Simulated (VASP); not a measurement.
Runs of VASP 6.6.1 on Pd. The structure is that of space group I4/mmm (No. 139), or close to it. The cells are those of the table. 

| cell | gap on the mesh (eV) | pressure (GPa) |
| --- | --- | --- |
| a = 2.718, b = 2.718, c = 2.819 Å, angles 58.8, 58.8, 62.5°, 1 atom | none | (a) |
| a = 2.683, b = 2.683, c = 2.751 Å, angles 59.2, 59.2, 61.7°, 1 atom | none | 19.6 |
| a = 2.820, b = 2.820, c = 2.888 Å, angles 59.2, 59.2, 61.6°, 1 atom | none | -8.2 |
| a = 2.754, b = 2.754, c = 2.888 Å, angles 58.4, 58.4, 63.2°, 1 atom | none | -0.8 |
| a = 2.754, b = 2.754, c = 2.613 Å, angles 61.7, 61.7, 56.6°, 1 atom | none | (b) |

Alike in all rows: task single point; level PBE; potentials or basis VASP PAW PBE potentials, release 64 (Pd); no spin polarisation; k mesh 20 × 20 × 20; cutoff (eV) 520; smearing gaussian 0.15 eV.

Estimate the missing entries.

(a) 8.0; (b) 21.1.

Caveats: the cell stands under pressure (at least some runs); the cell stands under tension (at least some runs).

A k mesh can miss the band edges, and the runs leave out spin-orbit coupling on Pd.

A gap of «none» marks levels without a gap at the run's occupations.
